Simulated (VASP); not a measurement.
A run of VASP 6.6.1:

File INCAR:

```
  PREC = Accurate
  ENCUT = 520
  EDIFF = 1E-6
  ISMEAR = 0
  SIGMA = 0.02
  LREAL = F
  LASPH = T
  NELM = 80
  ALGO = Normal
  ISIF = 2
  LWAVE = F
  LCHARG = F
  GGA = PE
  NBANDS = 58
```

The input KPOINTS:

```
regular mesh
0
Gamma
  12 12 1
```

The input POSCAR:

```
Hf3SnS8
1.0
    3.6639680538      0.0000000000      0.0000000000
   -1.8319840269      3.1730894132      0.0000000000
    0.0000000000      0.0000000000     27.7544815686
Hf Sn S
3 1 8
Direct
    0.3333333333      0.6666666667      0.3128003376
    0.6666666667      0.3333333333      0.0638779640
    0.6666666667      0.3333333333      0.5617532605
    0.3333333333      0.6666666667      0.8115751934
    0.6666666667      0.3333333333      0.3647142602
    0.6666666667      0.3333333333      0.8652961229
    0.3333333333      0.6666666667      0.1157919489
    0.3333333333      0.6666666667      0.6136682285
    0.0000000000      0.0000000000      0.0119573830
    0.0000000000      0.0000000000      0.5098341677
    0.0000000000      0.0000000000      0.2608812491
    0.0000000000      0.0000000000      0.7578538443
```

Potentials or basis: VASP PAW PBE potentials, release 64 (Hf_pv, Sn_d, S).

The run is started by

```bash
$ cat potpaw_PBE.64/Hf_pv/POTCAR potpaw_PBE.64/Sn_d/POTCAR potpaw_PBE.64/S/POTCAR > POTCAR
$ mpirun -np 1 vasp_std > vasp.out
```

Hardware: 1 thread of Oxide Virtual Turin-like Processor, on a shared host.

**Question.** How long does it take, and how much memory?

**Answer.** Wall time 15 min on 1 thread of Oxide Virtual Turin-like Processor, on a shared host, peak memory 0.56 GiB. Counts: scf iterations 18, k points 19.
